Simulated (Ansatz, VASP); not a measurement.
**One calculation of Mg, two programs**

Contents of INCAR:

```
  PREC = Accurate
  ENCUT = 520
  EDIFF = 1E-6
  ISMEAR = -1
  SIGMA = 0.03
  LREAL = F
  LASPH = T
  NELM = 80
  ALGO = Normal
  ISIF = 2
  LWAVE = F
  LCHARG = F
  NBANDS = 7
```

KPOINTS

```
regular mesh
0
Gamma
  16 16 16
```

File POSCAR:

```
Mg
1.0
    0.0000000000      2.2591190557      2.2591190557
    2.2591190557      0.0000000000      2.2591190557
    2.2591190557      2.2591190557      0.0000000000
Mg
1
Direct
    0.0000000000      0.0000000000      0.0000000000
```

Input for Ansatz:

```yaml
crystal:
  lattice:
    - [0.0, 2.2591190557, 2.2591190557]
    - [2.2591190557, 0.0, 2.2591190557]
    - [2.2591190557, 2.2591190557, 0.0]
  atoms:
    - { symbol: Mg, position: [0.0, 0.0, 0.0] }
kpoints:
  mp_grid: { grid: [16, 16, 16] }
  band_path:
    path:
      - [0.0, 0.0, 0.0]
      - [0.5, 0.0, 0.5]
      - [0.625, 0.25, 0.625]
      - [0.375, 0.375, 0.75]
      - [0.0, 0.0, 0.0]
      - [0.5, 0.5, 0.5]
      - [0.5, 0.25, 0.75]
      - [0.5, 0.0, 0.5]
    npoints: 5
scf:
  occupations: { method: fermi_dirac, width: 0.03 }
hamiltonian:
  xc: lda
  pseudopotentials: { kind: all_electron, lapw: { basis_error: 0.001 } }
output:
  forces: true
  stress: true
  eigenvalues: true
```

Change from the starting cell: volume scaled by 1.02.

Alike in both runs: task single point; functional LDA; k mesh 16 × 16 × 16; occupations fermi-dirac, width 0.03 eV; no spin polarisation.

```csv
,VASP,Ansatz
version,VASP 6.6.1,Ansatz 0.2.0
potentials or method,"VASP PAW LDA potentials, release 64 (Mg), cutoff 520 eV","all-electron LAPW, scalar-relativistic"
```

|  | VASP | Ansatz | Ansatz less VASP |
| --- | --- | --- | --- |
| pressure (GPa) | -2.3 | -2.0 | +0.34 |

LDA's correlation is that of Perdew and Zunger in VASP and of Perdew and Wang (1992) in Ansatz. Ansatz ran all-electron here, and VASP with PAW potentials.
